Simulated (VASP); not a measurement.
# SnTe (Imm2) in VASP: notebook

Runs on SnTe. Level: r2SCAN. Tasks: single point.

Everything below comes from runs of VASP 6.6.1. Logs are shortened: lines on timing, memory, paths and dates and some standing lists are left out, and cuts for length are marked.

### 1 The cell of the first run

It takes space group Imm2 (No. 44, orthorhombic). The conventional cell has a = 5.107 Å, b = 5.107 Å, c = 7.222 Å, α = 90.00°, β = 90.00°, γ = 90.00°. Sn (site symmetry mm2) has 4 Te at 3.12 to 3.13 Å within 4.1 Å. Within 4.1 Å of Te (site symmetry mm2) lie 4 Sn at 3.12 to 3.13 Å.

### 2 Single point, r2SCAN

POSCAR

```
SnTe
1.0
    0.0000000000      3.6111460000      3.6111460000
    3.6111460000      0.0000000000      3.6111460000
    3.6111460000      3.6111460000      0.0000000000
Sn Te
1 1
Direct
    0.0000000000      0.0000000000      0.0000000000
    0.7486153980      0.7486153980      0.7513846020
```

INCAR.step1

```
SYSTEM = SnTe
  ALGO = Normal
  EDIFF = 1E-4
  ENCUT = 520
  GGA = PE
  ISMEAR = 0
  LASPH = .True.
  LCHARG = .False.
  LREAL = .False.
  LWAVE = .True.
  NBANDS = 17
  NELM = 100
  PREC = Accurate
  SIGMA = 0.01
```

INCAR.step2

```
SYSTEM = SnTe
  ALGO = Normal
  EDIFF = 1E-6
  ENCUT = 520
  ISIF = 2
  ISMEAR = 0
  ISTART = 1
  LASPH = .True.
  LCHARG = .True.
  LELF = .True.
  LMIXTAU = .True.
  LREAL = .False.
  LVHAR = .True.
  LWAVE = .False.
  METAGGA = R2SCAN
  NBANDS = 17
  NELM = 100
  PREC = Accurate
  SIGMA = 0.01
```

KPOINTS

```
k-points
0
Gamma
  4 4 4
  0 0 0
```

Potentials or basis: VASP PAW PBE potentials, release 64 (Sn_d, Te).

Started as:

```bash
> cat potpaw_PBE.64/Sn_d/POTCAR potpaw_PBE.64/Te/POTCAR > POTCAR
> cp INCAR.step1 INCAR
> mpirun -np 1 vasp_std > vasp.out
> cp INCAR.step2 INCAR
> mpirun -np 1 vasp_std > vasp.out
```

OUTCAR:

```text
SYSTEM = SnTe
   EDIFF = 1E-6
   ENCUT = 520
   ISIF = 2
   ISMEAR = 0
   ISTART = 1
   LASPH = .True.
   LREAL = .False.
   METAGGA = R2SCAN
   NELM = 100
   PREC = Accurate

 ion  position               nearest neighbor table
   1  0.000  0.000  0.000-   2 3.12   2 3.12   2 3.13   2 3.13
   2  0.749  0.749  0.751-   1 3.12   1 3.12   1 3.13   1 3.13

  LATTYP: Found a face centered cubic cell.
 ALAT       =     7.2222920000

  Lattice vectors:

 A1 = (   0.0000000000,   3.6111460000,   3.6111460000)
 A2 = (   3.6111460000,   0.0000000000,   3.6111460000)
 A3 = (   3.6111460000,   3.6111460000,   0.0000000000)

Analysis of symmetry for initial positions (statically):
=====================================================================
 Subroutine PRICEL returns:
 Original cell was already a primitive cell.

 Routine SETGRP: Setting up the symmetry group for a
 face centered cubic supercell.

 Subroutine GETGRP returns: Found  4 space group operations
 (whereof  4 operations were pure point group operations)
 out of a pool of 48 trial point group operations.

The static configuration has the point symmetry C_2v.

Analysis of symmetry for dynamics (positions and initial velocities):
=====================================================================
 Subroutine PRICEL returns:
 Original cell was already a primitive cell.

 Routine SETGRP: Setting up the symmetry group for a
 face centered cubic supercell.

 Subroutine GETGRP returns: Found  4 space group operations
 (whereof  4 operations were pure point group operations)
 out of a pool of 48 trial point group operations.

The dynamic configuration has the point symmetry C_2v.

 Subroutine INISYM returns: Found  4 space group operations
 (whereof  4 operations are pure point group operations),
 and found     1 'primitive' translations

----------------------------------------------------------------------------------------

                                     Primitive cell

  volume of cell :      94.1814

  direct lattice vectors                    reciprocal lattice vectors
     0.000000000  3.611146000  3.611146000    -0.138460201  0.138460201  0.138460201
     3.611146000  0.000000000  3.611146000     0.138460201 -0.138460201  0.138460201
     3.611146000  3.611146000  0.000000000     0.138460201  0.138460201 -0.138460201

  length of vectors
     5.106931649  5.106931649  5.106931649     0.239820102  0.239820102  0.239820102

  position of ions in fractional coordinates (direct lattice)
     0.000000000  0.000000000  0.000000000
     0.748615398  0.748615398  0.751384602

  ion indices of the primitive-cell ions
   primitive index   ion index
                 1           1
                 2           2

----------------------------------------------------------------------------------------

 KPOINTS: k-points

Automatic generation of k-mesh.
 Grid dimensions read from file:
 generate k-points for:    4    4    4

 Generating k-lattice:

  Cartesian coordinates                     Fractional coordinates (reciprocal lattice)
    -0.034615050  0.034615050  0.034615050     0.250000000  0.000000000  0.000000000
     0.034615050 -0.034615050  0.034615050     0.000000000  0.250000000  0.000000000
     0.034615050  0.034615050 -0.034615050     0.000000000  0.000000000  0.250000000

  Length of vectors
     0.059955026  0.059955026  0.059955026

  Shift w.r.t. Gamma in fractional coordinates (k-lattice)
     0.000000000  0.000000000  0.000000000

 Subroutine IBZKPT returns following result:
 ===========================================

 Found     18 irreducible k-points:

 Following reciprocal coordinates:
            Coordinates               Weight
  0.000000  0.000000  0.000000      1.000000
  0.250000  0.000000  0.000000      4.000000
  0.000000  0.000000  0.250000      4.000000
  0.500000  0.000000  0.000000      2.000000
  0.000000  0.000000  0.500000      2.000000
  0.250000  0.250000  0.000000      2.000000
[... 10 lines left out ...]
 -0.250000  0.500000  0.250000      4.000000
  0.250000 -0.250000  0.500000      2.000000
   k-points           NKPTS =     18   k-points in BZ     NKDIM =     18   number of bands    NBANDS=     17
   number of dos      NEDOS =    301   number of ions     NIONS =      2
   total plane-waves  NPLWV =  64000
   dimension x,y,z NGX =    40 NGY =   40 NGZ =   40
   dimension x,y,z NGXF=    80 NGYF=   80 NGZF=   80
   ions per type =               1   1
   NGX,Y,Z   is equivalent  to a cutoff of  13.02, 13.02, 13.02 a.u.
   NGXF,Y,Z  is equivalent  to a cutoff of  26.04, 26.04, 26.04 a.u.
 SYSTEM =  SnTe
   PREC   = accura    normal or accurate (medium, high low for compatibility)
   ISTART =      1    job   : 0-new  1-cont  2-samecut
   ICHARG =      0    charge: 1-file 2-atom 10-const
   ISPIN  =      1    spin polarized calculation?
   LNONCOLLINEAR =      F non collinear calculations
   LSORBIT =      F    spin-orbit coupling
   LASPH  =      T    aspherical Exc in radial PAW
   ENCUT  =  520.0 eV  38.22 Ry    6.18 a.u.   9.50  9.50  9.50*2*pi/ulx,y,z
   NELM   =    100;   NELMIN=  2; NELMDL=  0     # of ELM steps
   EDIFF  = 0.1E-05   stopping-criterion for ELM
   LREAL  =      F    real-space projection
   EDIFFG = 0.1E-04   stopping-criterion for IOM
   NSW    =      0    number of steps for IOM
   IBRION =     -1    ionic relax: 0-MD 1-quasi-New 2-CG
   NFREE  =      0    steps in history (QN), initial steepest desc. (CG)
   ISIF   =      2    stress and relaxation
   ISYM   =      2    0-nonsym 1-usesym 2-fastsym
   POTIM  = 0.5000    time-step for ionic-motion
   TEBEG  =    0.0;   TEEND  =   0.0 temperature during run
   PSTRESS=    0.0 pullay stress
   NELECT =      20.0000    total number of electrons
   NUPDOWN=      -1.0000    fix difference up-down
   EMIN   =  10.00;   EMAX   =-10.00  energy-range for DOS
   EFERMI =   0.00;   METHOD = LEGACY
   ISMEAR =     0;   SIGMA  =   0.01  broadening in eV -4-tet -1-fermi 0-gaus
   EFERMI_NEDOS =   21; number of points for ismear=-14 and -15
   IALGO  =     38    algorithm
   IMIX   =      4    mixing-type and parameters
     AMIX     =   0.40;   BMIX     =  1.00
     AMIX_MAG =   1.60;   BMIX_MAG =  1.00
  volume/ion in A,a.u.               =      47.09       317.78
  Fermi-wavevector in a.u.,A,eV,Ry     =   0.976704  1.845704 12.979296  0.953951
  Thomas-Fermi vector in A             =   2.107344
   LORBIT       =      0    0 simple, 1 ext, 2 COOP (PROOUT), +10 PAW based schemes
   METAGGA = R2SCAN    functional components
   LHFCALC =     F    Hartree Fock is set to
   AEXX    =    0.0000 exact exchange contribution
   IVDW    =     0    specifies the selected vdW correction
   LEPSILON=     F    determine dielectric tensor
   LRPA    =     F    only Hartree local field effects (RPA)
 non-spin polarized calculation
 Gauss-broadening in eV      SIGMA  =   0.01
  energy-cutoff  :      520.00
  volume of cell :       94.18
 maximum number of plane-waves:      2637
 NGX is ok and might be reduce to    40
   NGX = 19   NGY = 19   NGZ = 19

 number of electron      19.9999999 magnetization

 Free energy of the ion-electron system (eV)
  ---------------------------------------------------
  ext. energy  EPLUGINS =         0.00000000
  ---------------------------------------------------
  free energy    TOTEN  =       -50.07372644 eV

  energy without entropy =      -50.07372644  energy(sigma->0) =      -50.07372644

 E-fermi :   3.1823     XC(G=0):  -7.9567

 val. band max:        3.1044385885   @ k =  -0.2500   0.5000   0.2500
 cond. band min:       3.2611930901   @ k =   0.0000   0.5000   0.5000
 fundamental gap:      0.1567545015
 Fermi energy:         3.1822939574

 k-point     1 :       0.0000    0.0000    0.0000
  band No.  band energies     occupation
      1     -19.4670      2.00000
      2     -19.4667      2.00000
      3     -19.4664      2.00000
      4     -19.4536      2.00000
      5     -19.4536      2.00000
      6      -8.9799      2.00000
[... 9 lines left out ...]
     16       9.8729      0.00000
     17      11.0081      0.00000

 k-point     2 :       0.2500    0.0000    0.0000
  band No.  band energies     occupation
      1     -19.4672      2.00000
      2     -19.4662      2.00000
      3     -19.4658      2.00000
      4     -19.4535      2.00000
      5     -19.4534      2.00000
      6      -8.7189      2.00000
[... 9 lines left out ...]
     16       9.2492      0.00000
     17      10.4737      0.00000

 k-point     3 :       0.0000    0.0000    0.2500
  band No.  band energies     occupation
      1     -19.4676      2.00000
      2     -19.4659      2.00000
      3     -19.4655      2.00000
      4     -19.4535      2.00000
      5     -19.4535      2.00000
      6      -8.7214      2.00000
[... 9 lines left out ...]
     16       9.2594      0.00000
     17      10.4656      0.00000

 k-point     4 :       0.5000    0.0000    0.0000
  band No.  band energies     occupation
      1     -19.4679      2.00000
      2     -19.4654      2.00000
      3     -19.4651      2.00000
      4     -19.4534      2.00000
      5     -19.4532      2.00000
      6      -8.3918      2.00000
[... 9 lines left out ...]
     16      10.3143      0.00000
     17      10.3441      0.00000
[... 223 lines left out ...]
      1     -19.4705      2.00000
      2     -19.4635      2.00000
      3     -19.4634      2.00000
      4     -19.4544      2.00000
      5     -19.4526      2.00000
      6      -8.1548      2.00000
[... 9 lines left out ...]
     16      11.6239      0.00000
     17      11.6240      0.00000

 k-point    17 :      -0.2500    0.5000    0.2500
  band No.  band energies     occupation
      1     -19.4694      2.00000
      2     -19.4647      2.00000
      3     -19.4634      2.00000
      4     -19.4539      2.00000
      5     -19.4531      2.00000
      6      -8.1516      2.00000
[... 9 lines left out ...]
     16      11.3317      0.00000
     17      11.4115      0.00000

 k-point    18 :       0.2500   -0.2500    0.5000
  band No.  band energies     occupation
      1     -19.4694      2.00000
      2     -19.4646      2.00000
      3     -19.4635      2.00000
      4     -19.4539      2.00000
      5     -19.4530      2.00000
      6      -8.1515      2.00000
[... 9 lines left out ...]
     16      11.3322      0.00000
     17      11.4115      0.00000

------------------------ aborting loop because EDIFF is reached ----------------------------------------

  FORCE on cell =-STRESS in cart. coord.  units (eV):
  Direction    XX          YY          ZZ          XY          YZ          ZX
  --------------------------------------------------------------------------------------
  -------------------------------------------------------------------------------------
  Total       -0.4053557     -0.4053557     -0.4054965     -0.0297855      0.0000000      0.0000000
  in kB       -6.8957527     -6.8957527     -6.8981496     -0.5066986      0.0000000      0.0000000
  external PRESSURE =      -6.8965517 kB  Pullay stress =       0.0000000 kB

 VOLUME and BASIS-vectors are now :
 -----------------------------------------------------------------------------
  energy-cutoff  :      520.00
  volume of cell :       94.18
      direct lattice vectors                 reciprocal lattice vectors
     0.000000000  3.611146000  3.611146000    -0.138460201  0.138460201  0.138460201
     3.611146000  0.000000000  3.611146000     0.138460201 -0.138460201  0.138460201
     3.611146000  3.611146000  0.000000000     0.138460201  0.138460201 -0.138460201

 POSITION                                       TOTAL-FORCE (eV/Angst)
 -----------------------------------------------------------------------------------
      0.00000      0.00000      0.00000         0.000000      0.000000     -0.024055
      5.41672      5.41672      5.40672         0.000000      0.000000      0.024055
 -----------------------------------------------------------------------------------
    total drift:                               -0.000002     -0.000002      0.000051

  FREE ENERGIE OF THE ION-ELECTRON SYSTEM (eV)
  ---------------------------------------------------
  free  energy   TOTEN  =       -50.0737264443 eV

  energy  without entropy=      -50.0737264443  energy(sigma->0) =      -50.07372644
```

Wall time 65 s (1 thread of Intel Xeon 6975P-C (Granite Rapids), shared host); peak memory 0.26 GiB.

What came out:

```yaml
Free_energy: -50.0737 eV
Pressure: -0.7 GPa
Largest_force: 0.024 eV/Å
Band_gap_on_the_k_mesh: 0.16 eV, indirect (least direct gap 0.90 eV)
```

Forces in eV/Å, atoms in the order of the input:
```
Sn   0.000  0.000 -0.024
Te   0.000  0.000  0.024
```

Levels at points of the mesh, in eV from the valence-band top:
```tsv
k point	band 6	band 7	band 8	band 9	band 10	band 11	band 12	band 13	band 14	band 15
(0.00, 0.00, 0.00)	-12.08	-5.25	-2.17	-2.15	-2.13	1.04	1.06	1.07	4.26	6.77
(0.50, 0.00, 0.00)	-11.50	-7.32	-2.71	-2.69	-2.11	1.88	1.92	3.60	5.86	6.52
(0.00, 0.00, 0.50)	-11.50	-7.29	-2.72	-2.69	-2.13	1.87	1.92	3.58	5.85	6.55
(0.50, 0.50, 0.00)	-11.26	-7.70	-3.39	-3.37	-0.74	0.16	4.07	4.11	5.68	6.62
(0.00, 0.50, 0.50)	-11.26	-7.70	-3.38	-3.38	-0.74	0.16	4.09	4.09	5.68	6.62
```

Caveat: the PAW data sets were made with another functional, which shifts forces and pressure a little; spin-orbit coupling is left out, which moves the levels of the heavy elements.

### 3 Single point, r2SCAN

POSCAR: that of step 2 with these lines changed.

```diff
@@ -9,2 +9,2 @@
     0.0000000000      0.0000000000      0.0000000000
-    0.7486153980      0.7486153980      0.7513846020
+    0.7513846020      0.7513846020      0.7486153980
```

INCAR.step1 is that of step 2.

INCAR.step2: that of step 2 with these lines changed.

```diff
@@ -2,3 +2,3 @@
   ALGO = Normal
-  EDIFF = 1E-6
+  EDIFF = 1E-7
   ENCUT = 520
```

KPOINTS is that of step 2.

Potentials or basis: VASP PAW PBE potentials, release 64 (Sn_d, Te).

Started as:

```bash
> cat potpaw_PBE.64/Sn_d/POTCAR potpaw_PBE.64/Te/POTCAR > POTCAR
> cp INCAR.step1 INCAR
> mpirun -np 1 vasp_std > vasp.out
> cp INCAR.step2 INCAR
> mpirun -np 1 vasp_std > vasp.out
```

Run time: 62 s. Hardware: 1 thread of Intel Xeon 6975P-C (Granite Rapids), shared host; peak memory 0.26 GiB.

It converged, with:

| Item | Value |
| --- | --- |
| Free energy | -50.0737 eV |
| Pressure | -0.7 GPa |
| Largest force | 0.024 eV/Å |
| Band gap on the k mesh | 0.16 eV, indirect (least direct gap 0.90 eV) |

Forces on the atoms (eV/Å):
```
Sn   0.000  0.000  0.024
Te   0.000  0.000 -0.024
```

Stress tensor (GPa, compression positive):
```
-0.68  0.05  0.00
 0.05 -0.68  0.00
 0.00  0.00 -0.68
```

Levels at points of the mesh, in eV from the valence-band top:
```csv
k point,band 6,band 7,band 8,band 9,band 10,band 11,band 12,band 13,band 14,band 15
"(0.00, 0.00, 0.00)",-12.08,-5.25,-2.17,-2.15,-2.13,1.04,1.06,1.07,4.26,6.77
"(0.50, 0.00, 0.00)",-11.50,-7.29,-2.72,-2.69,-2.13,1.87,1.92,3.58,5.85,6.55
"(0.00, 0.00, 0.50)",-11.50,-7.32,-2.71,-2.69,-2.11,1.88,1.92,3.60,5.86,6.52
"(0.50, 0.50, 0.00)",-11.26,-7.70,-3.39,-3.37,-0.74,0.16,4.07,4.11,5.68,6.62
"(0.00, 0.50, 0.50)",-11.26,-7.70,-3.38,-3.38,-0.74,0.16,4.09,4.09,5.68,6.62
```

Caveat: the PAW data sets were made with another functional, which shifts forces and pressure a little; spin-orbit coupling is left out, which moves the levels of the heavy elements. A k mesh can miss the band edges.

### 4 Single point, r2SCAN

POSCAR: that of step 3 with these lines changed.

```diff
@@ -9,2 +9,2 @@
     0.0000000000      0.0000000000      0.0000000000
-    0.7513846020      0.7513846020      0.7486153980
+    0.7527692040      0.7527692040      0.7472307960
```

INCAR.step1

```
PREC     = Accurate       # precision mode
ENCUT    = 520            # plane-wave cutoff, eV
ISMEAR   = 0              # smearing method
SIGMA    = 0.01           # smearing width, eV
LREAL    = False          # projectors in reciprocal space
LASPH    = True           # aspherical terms in the spheres
NELM     = 100            # most SCF steps
NBANDS   = 17             # bands
GGA      = PE             # functional
ALGO     = Normal         # electronic algorithm
EDIFF    = 1E-4           # SCF threshold, eV
LWAVE    = True           # write WAVECAR
LCHARG   = False          # write CHGCAR
```

INCAR.step2

```
PREC     = Accurate       # precision mode
ENCUT    = 520            # plane-wave cutoff, eV
EDIFF    = 1E-7           # SCF threshold, eV
ISMEAR   = 0              # smearing method
SIGMA    = 0.01           # smearing width, eV
LREAL    = False          # projectors in reciprocal space
LASPH    = True           # aspherical terms in the spheres
NELM     = 100            # most SCF steps
ALGO     = Normal         # electronic algorithm
ISIF     = 2              # what is computed and relaxed
LWAVE    = False          # write WAVECAR
LCHARG   = True           # write CHGCAR
METAGGA  = R2SCAN         # meta-GGA
LMIXTAU  = True         
LELF     = True           # ELF
LVHAR    = True         
NBANDS   = 17             # bands
ISTART   = 1
```

KPOINTS

```
Automatic mesh
0
Gamma
  4 4 4
```

Started as:

```bash
> cat potpaw_PBE.64/Sn_d/POTCAR potpaw_PBE.64/Te/POTCAR > POTCAR
> cp INCAR.step1 INCAR
> mpirun -np 1 vasp_std > vasp.out
> cp INCAR.step2 INCAR
> mpirun -np 1 vasp_std > vasp.out
```

Run time: 65 s. Hardware: 1 thread of Intel Xeon 6975P-C (Granite Rapids), shared host; peak memory 0.26 GiB.

Results (log left out):

- Free energy: -50.0734 eV
- Pressure: -0.7 GPa
- Largest force: 0.048 eV/Å
- Band gap on the k mesh: 0.16 eV, indirect (least direct gap 0.90 eV)

Forces on the atoms (eV/Å):
```
Sn   0.000  0.000  0.048
Te   0.000  0.000 -0.048
```

Stress tensor (GPa, compression positive):
```
-0.68  0.10  0.00
 0.10 -0.68  0.00
 0.00  0.00 -0.68
```

Levels at points of the mesh, in eV from the valence-band top:
```csv
k point,band 6,band 7,band 8,band 9,band 10,band 11,band 12,band 13,band 14,band 15
"(0.00, 0.00, 0.00)",-12.08,-5.25,-2.20,-2.15,-2.11,1.02,1.06,1.09,4.26,6.77
"(0.50, 0.00, 0.00)",-11.51,-7.28,-2.74,-2.68,-2.15,1.84,1.94,3.57,5.85,6.56
"(0.00, 0.00, 0.50)",-11.49,-7.33,-2.72,-2.67,-2.10,1.86,1.95,3.61,5.86,6.50
"(0.50, 0.50, 0.00)",-11.26,-7.70,-3.40,-3.36,-0.74,0.16,4.06,4.12,5.68,6.62
"(0.00, 0.50, 0.50)",-11.26,-7.70,-3.38,-3.38,-0.74,0.16,4.09,4.09,5.68,6.62
```

Caveat: the PAW data sets were made with another functional, which shifts forces and pressure a little; spin-orbit coupling is left out, which moves the levels of the heavy elements.
